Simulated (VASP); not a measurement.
Input of a VASP 6.6.1 run:

Contents of INCAR:

```
SYSTEM = Pt
PREC = Accurate
ENCUT = 520
EDIFF = 1E-6
ISMEAR = -1
SIGMA = 0.1
LREAL = .False.
LASPH = .True.
NELM = 80
ALGO = Normal
ISIF = 2
LWAVE = .False.
LCHARG = .False.
GGA = PS
NBANDS = 28
```

KPOINTS

```
regular mesh
0
Gamma
  15 15 4
  0 0 0
```

The input POSCAR:

```
Pt
1.0
    2.6400646961      0.0000000000      0.0000000000
   -1.3200323481      2.2863630945      0.0000000000
    0.0000000000      0.0000000000      8.8036672342
Pt
4
Direct
    1.0000000000      0.0000000000      0.0000000000
    1.0000000000      0.0000000000      0.5000000000
    0.3333333333      0.6666666667      0.2500000000
    0.6666666667      0.3333333333      0.7500000000
```

Potentials or basis: VASP PAW PBE potentials, release 64 (Pt).

Launch:

```sh
$ cat potpaw_PBE.64/Pt/POTCAR > POTCAR
$ mpirun -np 1 vasp_std > vasp.out
```

**Question.** What does it give for the band gap on the k mesh?

**Answer.** Zero (band 20 reaches 14.24 eV, above the bottom of band 21 at 12.54 eV).

**Question.** Predict the pressure.

**Answer.** 50.6 GPa.

Stress tensor (GPa, compression positive):
```
51.05  0.00  0.00
 0.00 51.05  0.00
 0.00  0.00 49.76
```

Caveat: the PAW data sets were made with another functional, which shifts forces and pressure a little; spin-orbit coupling is left out, which moves the levels of the heavy elements.
